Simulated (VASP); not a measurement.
# SnTe (Fm-3m) in VASP: settings compared, part 2 of 3

VASP 6.6.1. Earlier steps stand in the parts before.

**4. Electric field gradients, PBE (volume scaled by 0.96)**

Contents of INCAR:

```
ALGO = Normal
EDIFF = 1E-8
ENCUT = 520
GGA = PE
ISIF = 2
ISMEAR = -1
LASPH = True
LCHARG = False
LEFG = True
LREAL = False
LWAVE = False
NBANDS = 17
NELM = 100
PREC = Accurate
SIGMA = 0.08
```

Contents of KPOINTS:

```
k-points
0
Gamma
  11 11 11
```

Contents of POSCAR:

```
SnTe
1.0
    0.0000000000      3.1138393650      3.1138393650
    3.1138393650      0.0000000000      3.1138393650
    3.1138393650      3.1138393650      0.0000000000
Sn Te
1 1
Direct
    0.0000000000      0.0000000000      0.0000000000
    0.5000000000      0.5000000000      0.5000000000
```

Potentials or basis: VASP PAW PBE potentials, release 64 (Sn_d, Te).

Launch:

```console
> cat potpaw_PBE.64/Sn_d/POTCAR potpaw_PBE.64/Te/POTCAR > POTCAR
> mpirun -np 1 vasp_std > vasp.out
```

OUTCAR:

```text
EDIFF = 1E-8
   ENCUT = 520
   GGA = PE
   ISIF = 2
   ISMEAR = -1
   LASPH = True
   LREAL = False
   NELM = 100
   PREC = Accurate

 ion  position               nearest neighbor table
   1  0.000  0.000  0.000-   2 3.11   2 3.11   2 3.11   2 3.11   2 3.11   2 3.11
   2  0.500  0.500  0.500-   1 3.11   1 3.11   1 3.11   1 3.11   1 3.11   1 3.11

  LATTYP: Found a face centered cubic cell.
 ALAT       =     6.2276787300

  Lattice vectors:

 A1 = (   0.0000000000,   3.1138393650,   3.1138393650)
 A2 = (   3.1138393650,   0.0000000000,   3.1138393650)
 A3 = (   3.1138393650,   3.1138393650,   0.0000000000)

Analysis of symmetry for initial positions (statically):
=====================================================================
 Subroutine PRICEL returns:
 Original cell was already a primitive cell.

 Routine SETGRP: Setting up the symmetry group for a
 face centered cubic supercell.

 Subroutine GETGRP returns: Found 48 space group operations
 (whereof 48 operations were pure point group operations)
 out of a pool of 48 trial point group operations.

The static configuration has the point symmetry O_h .

Analysis of symmetry for dynamics (positions and initial velocities):
=====================================================================
 Subroutine PRICEL returns:
 Original cell was already a primitive cell.

 Routine SETGRP: Setting up the symmetry group for a
 face centered cubic supercell.

 Subroutine GETGRP returns: Found 48 space group operations
 (whereof 48 operations were pure point group operations)
 out of a pool of 48 trial point group operations.

The dynamic configuration has the point symmetry O_h .

[... 150 lines left out ...]
 fundamental gap:      0.4487871006
 Fermi energy:         7.4461124482

 k-point     1 :       0.0000    0.0000    0.0000
  band No.  band energies     occupation
      1     -14.5082      2.00000
      2     -14.5082      2.00000
      3     -14.5003      2.00000
      4     -14.5003      2.00000
      5     -14.5003      2.00000
      6      -5.6633      2.00000
[... 457 lines left out ...]
      4     -14.4964      2.00000
      5     -14.4947      2.00000
      6      -4.9301      2.00000
[... 9 lines left out ...]
     16      15.3323      0.00000
     17      15.4863      0.00000

 [... further k-points ...]
[... 5 lines left out ...]
  --------------------------------------------------------------------------------------
  -------------------------------------------------------------------------------------
  Total        1.5837935      1.5837935      1.5837935     -0.0000000      0.0000000     -0.0000000
  in kB       42.0233372     42.0233372     42.0233372     -0.0000000      0.0000000     -0.0000000
  external PRESSURE =      42.0233372 kB  Pullay stress =       0.0000000 kB

 VOLUME and BASIS-vectors are now :
 -----------------------------------------------------------------------------
  energy-cutoff  :      520.00
  volume of cell :       60.38
      direct lattice vectors                 reciprocal lattice vectors
     0.000000000  3.113839365  3.113839365    -0.160573473  0.160573473  0.160573473
     3.113839365  0.000000000  3.113839365     0.160573473 -0.160573473  0.160573473
     3.113839365  3.113839365  0.000000000     0.160573473  0.160573473 -0.160573473

 POSITION                                       TOTAL-FORCE (eV/Angst)
 -----------------------------------------------------------------------------------
      0.00000      0.00000      0.00000         0.000000      0.000000      0.000000
      3.11384      3.11384      3.11384         0.000000     -0.000000      0.000000
 -----------------------------------------------------------------------------------
    total drift:                               -0.000000      0.000000      0.000000

  FREE ENERGIE OF THE ION-ELECTRON SYSTEM (eV)
  ---------------------------------------------------
  free  energy   TOTEN  =        -7.4996297109 eV

  energy  without entropy=       -7.4974836753  energy(sigma->0) =       -7.49855669

 Electric field gradients (V/A^2)
---------------------------------------------------------------------
 ion       V_xx      V_yy      V_zz      V_xy      V_xz      V_yz
---------------------------------------------------------------------
   1      -0.000     0.000    -0.000    -0.001    -0.001    -0.001
   2      -0.000    -0.000    -0.000     0.000     0.000     0.000
---------------------------------------------------------------------

 Electric field gradients after diagonalization (V/A^2)
 (convention: |V_zz| > |V_xx| > |V_yy|)
----------------------------------------------------------------------
 ion       V_xx      V_yy      V_zz     asymmetry (V_yy - V_xx)/ V_zz
----------------------------------------------------------------------
   1       0.001     0.001    -0.003       0.000
   2      -0.000    -0.000     0.000       0.000
----------------------------------------------------------------------

           NMR quadrupolar parameters

 Cq : quadrupolar parameter    Cq=e*Q*V_zz/h
 eta: asymmetry parameters     (V_yy - V_xx)/ V_zz
 Q  : nuclear electric quadrupole moment in mb (millibarn)
----------------------------------------------------------------------
 ion       Cq(MHz)       eta       Q (mb)
----------------------------------------------------------------------
   1      -0.000       0.000       1.000
   2       0.000       0.000       1.000
----------------------------------------------------------------------
```

Wall time 32 s (1 thread of Intel Xeon 6975P-C (Granite Rapids), shared host); peak memory 0.23 GiB.

What came out:

- Free energy: -7.4996 eV
- Pressure: 4.2 GPa

Caveat: this odd mesh misses L, where the gap lies, so gap, dielectric constants and Born charges aren't listed; without QUAD_EFG the Cq values of the log hold for a quadrupole moment of 1 mb, not for the nuclei; spin-orbit coupling is left out, which moves the levels of the heavy elements.

**5. Electric field gradients, PBE (volume scaled by 0.96)**

Contents of INCAR:

```
SYSTEM = SnTe
  PREC = Accurate
  ENCUT = 520
  EDIFF = 1E-8
  ISMEAR = -1
  SIGMA = 0.08
  LREAL = .FALSE.
  LASPH = .TRUE.
  NELM = 80
  ALGO = Normal
  ISIF = 2
  LWAVE = .FALSE.
  LCHARG = .FALSE.
  GGA = PE
  LEFG = .TRUE.
  NBANDS = 17
```

Contents of KPOINTS:

```
regular mesh
0
G
  11 11 11
  0 0 0
```

POSCAR is that of step 4.

Potentials or basis: VASP PAW PBE potentials, release 64 (Sn_d, Te).

Launch:

```console
> cat potpaw_PBE.64/Sn_d/POTCAR potpaw_PBE.64/Te/POTCAR > POTCAR
> mpirun -np 1 vasp_std > vasp.out
```

OUTCAR:

```text
SYSTEM = SnTe
   PREC = Accurate
   ENCUT = 520
   EDIFF = 1E-8
   ISMEAR = -1
   LREAL = .FALSE.
   LASPH = .TRUE.
   NELM = 80
   ISIF = 2
   GGA = PE

 ion  position               nearest neighbor table
   1  0.000  0.000  0.000-   2 3.11   2 3.11   2 3.11   2 3.11   2 3.11   2 3.11
   2  0.500  0.500  0.500-   1 3.11   1 3.11   1 3.11   1 3.11   1 3.11   1 3.11

  LATTYP: Found a face centered cubic cell.
 ALAT       =     6.2276787300

  Lattice vectors:

 A1 = (   0.0000000000,   3.1138393650,   3.1138393650)
 A2 = (   3.1138393650,   0.0000000000,   3.1138393650)
 A3 = (   3.1138393650,   3.1138393650,   0.0000000000)

Analysis of symmetry for initial positions (statically):
=====================================================================
 Subroutine PRICEL returns:
 Original cell was already a primitive cell.

 Routine SETGRP: Setting up the symmetry group for a
 face centered cubic supercell.

 Subroutine GETGRP returns: Found 48 space group operations
 (whereof 48 operations were pure point group operations)
 out of a pool of 48 trial point group operations.

The static configuration has the point symmetry O_h .

Analysis of symmetry for dynamics (positions and initial velocities):
=====================================================================
 Subroutine PRICEL returns:
 Original cell was already a primitive cell.

 Routine SETGRP: Setting up the symmetry group for a
 face centered cubic supercell.

 Subroutine GETGRP returns: Found 48 space group operations
 (whereof 48 operations were pure point group operations)
 out of a pool of 48 trial point group operations.

[... 151 lines left out ...]
 cond. band min:       7.7362147988   @ k =  -0.3636   0.0909   0.0000
 fundamental gap:      0.4487871006
 Fermi energy:         7.4461124482

 k-point     1 :       0.0000    0.0000    0.0000
  band No.  band energies     occupation
      1     -14.5082      2.00000
      2     -14.5082      2.00000
      3     -14.5003      2.00000
      4     -14.5003      2.00000
      5     -14.5003      2.00000
      6      -5.6633      2.00000
[... 457 lines left out ...]
      4     -14.4964      2.00000
      5     -14.4947      2.00000
      6      -4.9301      2.00000
[... 9 lines left out ...]
     16      15.3323      0.00000
     17      15.4863      0.00000

 [... further k-points ...]
[... 5 lines left out ...]
  --------------------------------------------------------------------------------------
  -------------------------------------------------------------------------------------
  Total        1.5837935      1.5837935      1.5837935     -0.0000000      0.0000000     -0.0000000
  in kB       42.0233372     42.0233372     42.0233372     -0.0000000      0.0000000     -0.0000000
  external PRESSURE =      42.0233372 kB  Pullay stress =       0.0000000 kB

 VOLUME and BASIS-vectors are now :
 -----------------------------------------------------------------------------
  energy-cutoff  :      520.00
  volume of cell :       60.38
      direct lattice vectors                 reciprocal lattice vectors
     0.000000000  3.113839365  3.113839365    -0.160573473  0.160573473  0.160573473
     3.113839365  0.000000000  3.113839365     0.160573473 -0.160573473  0.160573473
     3.113839365  3.113839365  0.000000000     0.160573473  0.160573473 -0.160573473

 POSITION                                       TOTAL-FORCE (eV/Angst)
 -----------------------------------------------------------------------------------
      0.00000      0.00000      0.00000         0.000000      0.000000      0.000000
      3.11384      3.11384      3.11384         0.000000     -0.000000      0.000000
 -----------------------------------------------------------------------------------
    total drift:                               -0.000000      0.000000      0.000000

  FREE ENERGIE OF THE ION-ELECTRON SYSTEM (eV)
  ---------------------------------------------------
  free  energy   TOTEN  =        -7.4996297109 eV

  energy  without entropy=       -7.4974836753  energy(sigma->0) =       -7.49855669

 Electric field gradients (V/A^2)
---------------------------------------------------------------------
 ion       V_xx      V_yy      V_zz      V_xy      V_xz      V_yz
---------------------------------------------------------------------
   1      -0.000     0.000    -0.000    -0.001    -0.001    -0.001
   2      -0.000    -0.000    -0.000     0.000     0.000     0.000
---------------------------------------------------------------------

 Electric field gradients after diagonalization (V/A^2)
 (convention: |V_zz| > |V_xx| > |V_yy|)
----------------------------------------------------------------------
 ion       V_xx      V_yy      V_zz     asymmetry (V_yy - V_xx)/ V_zz
----------------------------------------------------------------------
   1       0.001     0.001    -0.003       0.000
   2      -0.000    -0.000     0.000       0.000
----------------------------------------------------------------------

           NMR quadrupolar parameters

 Cq : quadrupolar parameter    Cq=e*Q*V_zz/h
 eta: asymmetry parameters     (V_yy - V_xx)/ V_zz
 Q  : nuclear electric quadrupole moment in mb (millibarn)
----------------------------------------------------------------------
 ion       Cq(MHz)       eta       Q (mb)
----------------------------------------------------------------------
   1      -0.000       0.000       1.000
   2       0.000       0.000       1.000
----------------------------------------------------------------------
```

stdout:

```text
POSCAR found type information on POSCAR SnTe
 POSCAR found :  2 types and       2 ions
 scaLAPACK will be used
 LDA part: xc-table for (Slater+PW92), standard interpolation
 POSCAR, INCAR and KPOINTS ok, starting setup
 FFT: planning ... GRIDC
 FFT: planning ... GRID_SOFT
 FFT: planning ... GRID
 WAVECAR not read
 entering main loop
ion   1

ion   2
```

It took 28 s on 1 thread of Intel Xeon 6975P-C (Granite Rapids), shared host; peak memory 0.23 GiB.

Results:

- Free energy: -7.4996 eV
- Pressure: 4.2 GPa

Levels at points of the mesh, in eV from the Fermi level:
```csv
k point,band 8,band 9,band 10,band 11,band 12,band 13
"(0.00, 0.00, 0.00)",-2.28,-2.28,-2.28,3.39,3.39,3.39
```

Caveat: this odd mesh misses L, where the gap lies, so gap, dielectric constants and Born charges aren't listed; without QUAD_EFG the Cq values of the log hold for a quadrupole moment of 1 mb, not for the nuclei; spin-orbit coupling is left out, which moves the levels of the heavy elements.

(Continued in part 3 of 3.)
